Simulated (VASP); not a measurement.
Set up this calculation in VASP 6.6.1, as the native input.

* Task: single point
* Functional: LDA
* Potentials or basis: VASP PAW LDA potentials, release 64 (Si, O)
* Cutoff: 520 eV
* k mesh: 6 × 6 × 8
* Occupations: gaussian, width 0.05 eV
* Spin: no spin polarisation
* Dipole correction: no
* Further INCAR settings: ALGO = Normal; EDIFF = 1e-07; NBANDS = 25

The structure of SiO2 lies in POSCAR:

```
SiO2
1.0
    4.1053000000      0.0000000000      0.0000000000
    0.0000000000      4.1053000000      0.0000000000
    0.0000000000      0.0000000000      2.6613102772
Si O
2 4
Direct
    0.5000000000      0.5000000000      0.5000000000
    0.0000000000      0.0000000000      0.0000000000
    0.6944252994      0.6944252994      0.0000000000
    0.1944252994      0.8055747006      0.5000000000
    0.3055747006      0.3055747006      0.0000000000
    0.8055747006      0.1944252994      0.5000000000
```

One way to write it, as run:

INCAR

```
SYSTEM = SiO2
PREC = Accurate ; ENCUT = 520
EDIFF = 1E-7 ; ISMEAR = 0
SIGMA = 0.05 ; LREAL = .FALSE.
LASPH = .TRUE. ; NELM = 100
ALGO = Normal ; ISIF = 2
LWAVE = .FALSE. ; LCHARG = .FALSE.
NBANDS = 25
```

KPOINTS

```
Automatic mesh
0
G
  6 6 8
  0 0 0
```

Potentials or basis: VASP PAW LDA potentials, release 64 (Si, O).

The run is started by

```bash
$ cat potpaw_LDA.64/Si/POTCAR potpaw_LDA.64/O/POTCAR > POTCAR
$ mpirun -np 1 vasp_std > vasp.out
```

Results of the run:

| Item | Value |
| --- | --- |
| Pressure | 9.2 GPa |
| Largest force | 0.246 eV/Å |
| Band gap on the k mesh | 6.22 eV, direct |

Wall time 91 s on 1 thread of AMD EPYC 7R13 (shared host), peak memory 0.13 GiB.
